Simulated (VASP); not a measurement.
Wanted: the native input for a VASP 6.6.1 run.

```yaml
Task: single point
Functional: PBE
Potentials_or_basis: VASP PAW PBE potentials, release 64 (V_sv)
Cutoff: 520 eV
k_mesh: 8 × 8 × 8
Occupations: gaussian, width 0.1 eV
Spin: no spin polarisation
Dipole_correction: no
Further_INCAR_settings: ALGO = Normal; EDIFF = 1e-06; NBANDS = 12
```

The structure of V lies in POSCAR:

```
V
1.0
    0.0000000000      1.9102019658      1.9102019658
    1.9102019658      0.0000000000      1.9102019658
    1.9102019658      1.9102019658      0.0000000000
V
1
Direct
    0.0000000000      0.0000000000      0.0000000000
```

One way to write it, as run:

INCAR

```
  ALGO = Normal
  EDIFF = 1E-6
  ENCUT = 520
  GGA = PE
  ISIF = 2
  ISMEAR = 0
  LASPH = T
  LCHARG = F
  LREAL = F
  LWAVE = F
  NBANDS = 12
  NELM = 100
  PREC = Accurate
  SIGMA = 0.1
```

KPOINTS

```
k-points
0
Gamma
  8 8 8
```

Potentials or basis: VASP PAW PBE potentials, release 64 (V_sv).

Launch:

```console
$ cat potpaw_PBE.64/V_sv/POTCAR > POTCAR
$ mpirun -np 1 vasp_std > vasp.out
```

It gave:

| Item | Value |
| --- | --- |
| Pressure | 0.1 GPa |

Wall time 5.1 s on 1 thread of Intel(R) Xeon(R) Platinum 8259CL CPU @ 2.50GHz (Skylake/Cascade Lake), on a shared host, peak memory 0.12 GiB.
